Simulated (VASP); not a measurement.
Runs of VASP 6.6.1 on MgO. The structure is that of space group Pm-3m (No. 221), or close to it. The cells are those of the table. 

| level | potentials or basis | cell | cutoff (eV) | smearing | second run | gap on the mesh (eV) | pressure (GPa) |
| --- | --- | --- | --- | --- | --- | --- | --- |
| r2SCAN | VASP PAW PBE potentials, release 64 (Mg_sv, O) | a = 2.513, b = 2.623, c = 2.623 Å, 2 atoms | 660 | gaussian 0.01 eV | valence_matched | (b) | 7.3 |
| PBE | VASP PAW PBE potentials, release 64 (Mg, O) | a = 2.513, b = 2.623, c = 2.623 Å, 2 atoms | 520 | fermi-dirac 0.02 eV | - | 2.64 | (c) |
| r2SCAN | VASP PAW PBE potentials, release 64 (Mg, O) | a = 2.604 Å, angles 90.9°, 2 atoms | 520 | gaussian 0.01 eV | - | 3.68 | (a) |
| PBE | VASP PAW PBE potentials, release 64 (Mg, O) | a = 2.604 Å, angles 90.9°, 2 atoms | 520 | fermi-dirac 0.02 eV | - | 2.84 | 9.5 |
| r2SCAN | VASP PAW PBE potentials, release 64 (Mg, O) | a = 2.513, b = 2.623, c = 2.623 Å, 2 atoms | 520 | gaussian 0.01 eV | - | 3.48 | 6.5 |

Alike in all rows: task single point; no spin polarisation; k mesh 10 × 10 × 10.

Task: Fill in the values left out.

Result: (a) 2.6; (b) 3.57; (c) 13.5.

Caveats: the PAW data sets were made with another functional, which shifts forces and pressure a little (some runs).

A k mesh can miss the band edges.

The runs don't all hold the same shells in valence.
